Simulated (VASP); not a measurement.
Input of a VASP 6.6.1 run:

INCAR

```
SYSTEM = W16O
PREC = Accurate ; ENCUT = 520
EDIFF = 1E-6 ; ISMEAR = -1
SIGMA = 0.1 ; LREAL = Auto
LASPH = .TRUE. ; NELM = 60
ALGO = Normal ; ISIF = 2
LWAVE = .FALSE. ; LCHARG = .TRUE.
GGA = PE ; LELF = .TRUE.
LVHAR = .TRUE. ; NBANDS = 129
```

KPOINTS

```
regular mesh
0
G
  3 3 3
  0 0 0
```

POSCAR

```
W16O
1.0
    6.3200000000      0.0000000000      0.0000000000
    0.0000000000      6.3200000000      0.0000000000
    0.0000000000      0.0000000000      6.3200000000
W O
16 1
Direct
    0.0005799051     -0.0017591772      0.0052688291
    0.4986300633     -0.0017159810      0.0051447785
    0.0000232595      0.5004775316      0.0045110759
   -0.0001715190     -0.0002060127      0.5008219937
    0.2496085443      0.2461196203      0.2457162975
    0.4992795886      0.5004466772      0.0044335443
    0.4994656646     -0.0002227848      0.5008890823
    0.7495650316      0.2486693038      0.2470781646
    0.0305996835      0.5045606013      0.4888050633
    0.2496903481      0.7566943038      0.2435837025
    0.2495128165      0.2469284810      0.7533976266
    0.4684973101      0.5043643987      0.4889637658
    0.7495446203      0.7541422468      0.2449156646
    0.7496620253      0.2253131329      0.7693737342
    0.2495735759      0.7534625000      0.7523892405
    0.7496417722      0.7545515823      0.7527613924
    0.7495313291      0.4766357595      0.5908011076
```

Potentials or basis: VASP PAW PBE potentials, release 64 (W_sv, O).

The run is started by

```console
$ cat potpaw_PBE.64/W_sv/POTCAR potpaw_PBE.64/O/POTCAR > POTCAR
$ mpirun -np 1 vasp_std > vasp.out
```

Problem. What does it give for the pressure?

Solution. 20.3 GPa.

Problem. Estimate the band gap on the k mesh.

Solution. Zero (bands 115 and 116 overlap by 0.03 eV).

Forces in eV/Å, atoms in the order of the input:
```
W   -0.001 -0.001 -0.027
W    0.001 -0.004 -0.015
W   -0.017 -0.038 -0.019
W   -0.002  0.005 -0.030
W   -0.002 -0.032 -0.037
W    0.009 -0.035 -0.010
W   -0.005  0.005 -0.038
W    0.004 -0.090 -0.102
W    0.048 -0.147 -0.128
W   -0.006 -0.062 -0.017
W    0.007 -0.024 -0.049
W   -0.058 -0.137 -0.139
W    0.005 -0.083 -0.013
W   -0.004 -0.148 -0.106
W    0.003 -0.080 -0.088
W   -0.002  0.231  0.122
O    0.019  0.639  0.697
```

Caveat: spin-orbit coupling is left out, which moves the levels of the heavy elements.
